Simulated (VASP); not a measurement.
Here is a VASP 6.6.1 calculation.

File INCAR:

```
SYSTEM = Ge
ALGO     = Normal         ! electronic algorithm
EDIFF    = 1E-6           ! SCF threshold, eV
ENCUT    = 520            ! plane-wave cutoff, eV
GGA      = PE             ! functional
ISIF     = 2              ! what is computed and relaxed
ISMEAR   = 0              ! smearing method
LASPH    = .True.         ! aspherical terms in the spheres
LCHARG   = .False.        ! write CHGCAR
LREAL    = .False.        ! projectors in reciprocal space
LWAVE    = .False.        ! write WAVECAR
NBANDS   = 21             ! bands
NELM     = 60             ! most SCF steps
PREC     = Accurate       ! precision mode
SIGMA    = 0.15           ! smearing width, eV
```

The input KPOINTS:

```
k-points
0
Gamma
  18 18 18
  0 0 0
```

The input POSCAR:

```
Ge
1.0
    0.0000000000      2.8805347709      2.8805347709
    2.8805347709      0.0000000000      2.8805347709
    2.8805347709      2.8805347709      0.0000000000
Ge
2
Direct
    0.4783026400      0.5216973600      0.5216973600
    0.7716973600      0.7283026400      0.7283026400
```

Potentials or basis: VASP PAW PBE potentials, release 64 (Ge_d).

Command:

```console
$ cat potpaw_PBE.64/Ge_d/POTCAR > POTCAR
$ mpirun -np 1 vasp_std > vasp.out
```

**Question.** Predict the pressure.

**Answer.** 1.7 GPa.

**Question.** Predict the band gap on the k mesh.

**Answer.** Zero (bands 14 and 15 overlap by 1.15 eV).

Stress tensor (GPa, compression positive):
```
0.09 0.00 0.00
0.00 2.44 6.61
0.00 6.61 2.44
```

Caveat: the cell differs from its parent crystal (atoms displaced along a vibrational mode); forces of over 1 eV/Å act on the atoms, so gaps and moduli don't describe the material at rest.
